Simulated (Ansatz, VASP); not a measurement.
## BeS: VASP beside Ansatz

POSCAR

```
BeS
1.0
    0.0000000000      2.3369339811      2.5070809919
    2.3369339811      0.0000000000      2.5070809919
    2.3369339811      2.3369339811      0.0000000000
Be S
1 1
Direct
    0.0000000000      0.0000000000      0.0000000000
    0.2500000000      0.2500000000      0.2500000000
```

Contents of INCAR.step1:

```
ALGO = Normal
EDIFF = 1E-5
ENCUT = 520
GGA = PE
ISIF = 2
ISMEAR = 0
LASPH = T
LREAL = F
LWAVE = T
NBANDS = 11
NELM = 60
PREC = Accurate
SIGMA = 0.01
```

File INCAR.step2:

```
ALGO = Normal
EDIFF = 1E-6
ENCUT = 520
GGA = PE
HFSCREEN = 0.2079
ISIF = 2
ISMEAR = 0
ISTART = 1
LASPH = T
LCHARG = T
LELF = T
LHFCALC = T
LREAL = F
LVHAR = T
LWAVE = F
NBANDS = 11
NELM = 60
PREC = Accurate
PRECFOCK = Normal
SIGMA = 0.01
```

File KPOINTS:

```
k-points
0
Gamma
  6 6 6
```

Input for Ansatz:

```yaml
crystal:
  lattice:
    - [0.0, 2.3369339811, 2.5070809919]
    - [2.3369339811, 0.0, 2.5070809919]
    - [2.3369339811, 2.3369339811, 0.0]
  atoms:
    - { symbol: Be, position: [0.0, 0.0, 0.0] }
    - { symbol: S, position: [0.25, 0.25, 0.25] }
kpoints:
  mp_grid: { grid: [6, 6, 6] }
  band_path:
    path:
      - [0.0, 0.0, 0.0]
      - [-0.5, -0.5, 0.0]
      - [-0.375, -0.375, 0.25]
      - [-0.375, 0.0, 0.375]
      - [0.0, 0.0, 0.5]
      - [-0.5, -0.25, 0.25]
      - [-0.0375, 0.0, 0.0375]
      - [0.0, 0.5, 0.5]
    npoints: 1
hamiltonian:
  xc: hse06
scf:
  occupations: { method: fixed }
  n_extra_bands: 4
output:
  forces: true
  stress: true
  eigenvalues: true
  write_density: true
  write_potential: true
  elf: true
  volumetric_format: npy
```

Change from the starting cell: epitaxial_xy strain -4.0%.

Alike in both runs: task single point; functional HSE06; k mesh 6 × 6 × 6; no spin polarisation.

```csv
,VASP,Ansatz
version,VASP 6.6.1,Ansatz 0.2.0
potentials or method,"VASP PAW PBE potentials, release 64 (Be, S)","plane waves, PAW"
plane-wave cutoff (eV),520,420
occupations,"gaussian, width 0.01 eV",fixed
valence electrons in the cell,8,8
```

Ansatz gave:

- gap on the k mesh at the Fermi level (eV): 3.62
- pressure (GPa): 4.5
- traceless stress, the component that is largest in VASP (GPa): -5.60

Problem. Which values does VASP return?

Solution. gap on the k mesh at the Fermi level (eV): 3.61; pressure (GPa): 4.4; traceless stress, the component that is largest in VASP (GPa): -5.60.

Ansatz's warnings: stress exchange threshold loose, stress scf threshold loose.
